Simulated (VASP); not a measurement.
Here is a VASP 6.6.1 calculation.

The input INCAR:

```
SYSTEM = LiF
PREC     = Accurate       ! precision mode
ENCUT    = 750            ! plane-wave cutoff, eV
EDIFF    = 1E-6           ! SCF threshold, eV
ISMEAR   = -1             ! smearing method
SIGMA    = 0.1            ! smearing width, eV
LREAL    = .False.        ! projectors in reciprocal space
LASPH    = .True.         ! aspherical terms in the spheres
NELM     = 120            ! most SCF steps
ALGO     = Normal         ! electronic algorithm
ISIF     = 2              ! what is computed and relaxed
LWAVE    = .False.        ! write WAVECAR
LCHARG   = .False.        ! write CHGCAR
GGA      = PS             ! functional
NBANDS   = 12             ! bands
GGA_COMPAT= .False.
```

KPOINTS

```
regular mesh
0
Gamma
  14 14 14
  0 0 0
```

The input POSCAR:

```
LiF
1.0
    2.0039612925      2.0039612925      0.0000000000
   -2.0039612925      2.0039612925      0.0000000000
    0.0000000000      2.0039612925      2.0039612925
Li F
1 1
Direct
    0.0000000000      0.0000000000      0.0000000000
    0.5000000000      0.5000000000      0.0000000000
```

Potentials or basis: VASP PAW PBE potentials, release 64 (Li_sv, F).

The run is started by

```bash
$ cat potpaw_PBE.64/Li_sv/POTCAR potpaw_PBE.64/F/POTCAR > POTCAR
$ mpirun -np 1 vasp_std > vasp.out
```

Q: Estimate the pressure.

A: -0.5 GPa.

Q: What does it give for the band gap on the k mesh?

A: 9.04 eV.

Caveat: the PAW data sets were made with another functional, which shifts forces and pressure a little. A k mesh can miss the band edges.
